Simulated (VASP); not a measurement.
# Yb (Fm-3m) in VASP: single point with PBEsol

Aim: the single point of Yb with PBEsol.

Everything below comes from runs of VASP 6.6.1. Logs are shortened: lines on timing, memory, paths and dates and some standing lists are left out, and cuts for length are marked.

## 1. The cell of the first run

It takes space group Fm-3m (No. 225, cubic). The conventional cell has a = 5.490 Å, b = 5.490 Å, c = 5.490 Å, α = 90.00°, β = 90.00°, γ = 90.00°. Yb (site symmetry m-3m) has 12 Yb at 3.88 Å within 5.1 Å.

## 2. Single point, PBEsol

Input file INCAR:

```
  PREC = Accurate
  ENCUT = 520
  EDIFF = 1E-6
  ISMEAR = 0
  SIGMA = 0.05
  LREAL = False
  LASPH = True
  NELM = 60
  ALGO = Normal
  ISIF = 2
  LWAVE = False
  LCHARG = False
  GGA = PS
  NBANDS = 18
```

Input file KPOINTS:

```
regular mesh
0
Gamma
  14 14 14
```

Input file POSCAR:

```
Yb
1.0
    0.0000000000      2.7450000000      2.7450000000
    2.7450000000      0.0000000000      2.7450000000
    2.7450000000      2.7450000000      0.0000000000
Yb
1
Direct
    0.0000000000      0.0000000000      0.0000000000
```

Potentials or basis: VASP PAW PBE potentials, release 64 (Yb).

Started as:

```sh
> cat potpaw_PBE.64/Yb/POTCAR > POTCAR
> mpirun -np 1 vasp_std > vasp.out
```

OUTCAR:

```text
PREC = Accurate
   ENCUT = 520
   EDIFF = 1E-6
   ISMEAR = 0
   LREAL = False
   LASPH = True
   NELM = 60
   ISIF = 2
   GGA = PS

 ion  position               nearest neighbor table
   1  0.000  0.000  0.000-

  LATTYP: Found a face centered cubic cell.
 ALAT       =     5.4900000000

  Lattice vectors:

 A1 = (   0.0000000000,   2.7450000000,   2.7450000000)
 A2 = (   2.7450000000,   0.0000000000,   2.7450000000)
 A3 = (   2.7450000000,   2.7450000000,   0.0000000000)

Analysis of symmetry for initial positions (statically):
=====================================================================
 Subroutine PRICEL returns:
 Original cell was already a primitive cell.

 Routine SETGRP: Setting up the symmetry group for a
 face centered cubic supercell.

 Subroutine GETGRP returns: Found 48 space group operations
 (whereof 48 operations were pure point group operations)
 out of a pool of 48 trial point group operations.

The static configuration has the point symmetry O_h .

Analysis of symmetry for dynamics (positions and initial velocities):
=====================================================================
 Subroutine PRICEL returns:
 Original cell was already a primitive cell.

 Routine SETGRP: Setting up the symmetry group for a
 face centered cubic supercell.

 Subroutine GETGRP returns: Found 48 space group operations
 (whereof 48 operations were pure point group operations)
 out of a pool of 48 trial point group operations.

The dynamic configuration has the point symmetry O_h .

 Subroutine INISYM returns: Found 48 space group operations
 (whereof 48 operations are pure point group operations),
 and found     1 'primitive' translations

----------------------------------------------------------------------------------------

                                     Primitive cell

  volume of cell :      41.3673

  direct lattice vectors                    reciprocal lattice vectors
     0.000000000  2.745000000  2.745000000    -0.182149362  0.182149362  0.182149362
     2.745000000  0.000000000  2.745000000     0.182149362 -0.182149362  0.182149362
     2.745000000  2.745000000  0.000000000     0.182149362  0.182149362 -0.182149362

  length of vectors
     3.882016229  3.882016229  3.882016229     0.315491950  0.315491950  0.315491950

[... 73 lines left out ...]
   LNONCOLLINEAR =      F non collinear calculations
   LSORBIT =      F    spin-orbit coupling
   LASPH  =      T    aspherical Exc in radial PAW
   ENCUT  =  520.0 eV  38.22 Ry    6.18 a.u.   7.22  7.22  7.22*2*pi/ulx,y,z
   NELM   =     60;   NELMIN=  2; NELMDL= -5     # of ELM steps
   EDIFF  = 0.1E-05   stopping-criterion for ELM
   LREAL  =      F    real-space projection
   EDIFFG = 0.1E-04   stopping-criterion for IOM
   NSW    =      0    number of steps for IOM
   IBRION =     -1    ionic relax: 0-MD 1-quasi-New 2-CG
   NFREE  =      0    steps in history (QN), initial steepest desc. (CG)
   ISIF   =      2    stress and relaxation
   ISYM   =      2    0-nonsym 1-usesym 2-fastsym
   POTIM  = 0.5000    time-step for ionic-motion
   TEBEG  =    0.0;   TEEND  =   0.0 temperature during run
   PSTRESS=    0.0 pullay stress
   NELECT =      24.0000    total number of electrons
   NUPDOWN=      -1.0000    fix difference up-down
   EMIN   =  10.00;   EMAX   =-10.00  energy-range for DOS
   EFERMI =   0.00;   METHOD = LEGACY
   ISMEAR =     0;   SIGMA  =   0.05  broadening in eV -4-tet -1-fermi 0-gaus
   EFERMI_NEDOS =   21; number of points for ismear=-14 and -15
   IALGO  =     38    algorithm
   IMIX   =      4    mixing-type and parameters
     AMIX     =   0.40;   BMIX     =  1.00
     AMIX_MAG =   1.60;   BMIX_MAG =  1.00
  volume/ion in A,a.u.               =      41.37       279.16
  Fermi-wavevector in a.u.,A,eV,Ry     =   1.365399  2.580230 25.365536  1.864314
  Thomas-Fermi vector in A             =   2.491631
   LORBIT       =      0    0 simple, 1 ext, 2 COOP (PROOUT), +10 PAW based schemes
   GGA     = PS    functional components
   LHFCALC =     F    Hartree Fock is set to
   AEXX    =    0.0000 exact exchange contribution
   IVDW    =     0    specifies the selected vdW correction
   LEPSILON=     F    determine dielectric tensor
   LRPA    =     F    only Hartree local field effects (RPA)
 non-spin polarized calculation
 Gauss-broadening in eV      SIGMA  =   0.05
  energy-cutoff  :      520.00
  volume of cell :       41.37
 maximum number of plane-waves:      1139
 NGX is ok and might be reduce to    30
   NGX = 15   NGY = 15   NGZ = 15

 number of electron      23.9999993 magnetization

 Free energy of the ion-electron system (eV)
  ---------------------------------------------------
  ext. energy  EPLUGINS =         0.00000000
  ---------------------------------------------------
  free energy    TOTEN  =        -3.79899814 eV

  energy without entropy =       -3.79698868  energy(sigma->0) =       -3.79799341

 E-fermi :   1.0637     XC(G=0):  -8.9560

 val. band max:        1.0631819904   @ k =  -0.2857   0.5000   0.2143
 cond. band min:       1.0653905169   @ k =  -0.2857   0.4286   0.1429
 fundamental gap:      0.0022085265
 Fermi energy:         1.0637323977

 k-point     1 :       0.0000    0.0000    0.0000
  band No.  band energies     occupation
      1     -50.7881      2.00000
      2     -23.0437      2.00000
      3     -23.0437      2.00000
      4     -23.0437      2.00000
      5      -3.8226      2.00000
      6       0.6353      2.00000
[... 481 lines left out ...]
      5      -2.4060      2.00000
      6       0.6553      2.00000
[... 10 lines left out ...]
     17       6.1240      0.00000
     18       9.8844      0.00000

 [... further k-points ...]

------------------------ aborting loop because EDIFF is reached ----------------------------------------

  FORCE on cell =-STRESS in cart. coord.  units (eV):
  Direction    XX          YY          ZZ          XY          YZ          ZX
  --------------------------------------------------------------------------------------
  -------------------------------------------------------------------------------------
  Total       -1.0971612     -1.0971612     -1.0971612      0.0000000      0.0000000      0.0000000
  in kB      -42.4936458    -42.4936458    -42.4936458      0.0000000      0.0000000      0.0000000
  external PRESSURE =     -42.4936458 kB  Pullay stress =       0.0000000 kB

 VOLUME and BASIS-vectors are now :
 -----------------------------------------------------------------------------
  energy-cutoff  :      520.00
  volume of cell :       41.37
      direct lattice vectors                 reciprocal lattice vectors
     0.000000000  2.745000000  2.745000000    -0.182149362  0.182149362  0.182149362
     2.745000000  0.000000000  2.745000000     0.182149362 -0.182149362  0.182149362
     2.745000000  2.745000000  0.000000000     0.182149362  0.182149362 -0.182149362

 POSITION                                       TOTAL-FORCE (eV/Angst)
 -----------------------------------------------------------------------------------
      0.00000      0.00000      0.00000        -0.000000     -0.000000     -0.000000
 -----------------------------------------------------------------------------------
    total drift:                               -0.000000     -0.000000      0.000000

  FREE ENERGIE OF THE ION-ELECTRON SYSTEM (eV)
  ---------------------------------------------------
  free  energy   TOTEN  =        -3.7989981364 eV

  energy  without entropy=       -3.7969886793  energy(sigma->0) =       -3.79799341
```

OSZICAR:

```text
N       E                     dE             d eps       ncg     rms          rms(c)
DAV:   1     0.123547129117E+03    0.12355E+03   -0.87301E+03  4706   0.892E+03
DAV:   2     0.132675692727E+02   -0.11028E+03   -0.10654E+03  4762   0.540E+02
DAV:   3    -0.163679120859E+01   -0.14904E+02   -0.14729E+02  5646   0.119E+02
DAV:   4    -0.391785012092E+01   -0.22811E+01   -0.22730E+01  7376   0.358E+01
[... 31 lines left out ...]
DAV:  36    -0.379964296264E+01    0.41938E-03   -0.61358E-05  5036   0.385E-01    0.338E-01
DAV:  37    -0.379912225507E+01    0.52071E-03   -0.25268E-04  6316   0.751E-01    0.151E-01
DAV:  38    -0.379900490683E+01    0.11735E-03   -0.12169E-04  6970   0.457E-01    0.612E-02
DAV:  39    -0.379899883635E+01    0.60705E-05   -0.17022E-05  7190   0.115E-01    0.257E-02
DAV:  40    -0.379899813640E+01    0.69994E-06   -0.79197E-07  3102   0.330E-02
   1 F= -.37989981E+01 E0= -.37979934E+01  d E =-.200946E-02
```

stdout:

```text
POSCAR found type information on POSCAR Yb
 POSCAR found :  1 types and       1 ions
 scaLAPACK will be used
 -----------------------------------------------------------------------------
|                                                                             |
|                                                                             |
|     You enforced a specific xc type in the INCAR file but a different       |
|     I HOPE YOU KNOW WHAT YOU ARE DOING!                                     |
|                                                                             |
 -----------------------------------------------------------------------------

 LDA part: xc-table for (Slater+PW92), standard interpolation
 POSCAR, INCAR and KPOINTS ok, starting setup
 FFT: planning ... GRIDC
 FFT: planning ... GRID_SOFT
 FFT: planning ... GRID
 WAVECAR not read
 entering main loop
```

Wall time 2.6 min (1 thread of Intel Xeon 6975P-C (Granite Rapids), shared host); peak memory 0.25 GiB.

What came out:

```
Free energy            : -3.7990 eV
Pressure               : -4.2 GPa
Band gap on the k mesh : zero (band 12 reaches 1.10 eV, above the bottom of band 13 at 1.06 eV)
```

Caveat: the PAW data sets were made with another functional, which shifts forces and pressure a little; spin-orbit coupling is left out, which moves the levels of the heavy elements.
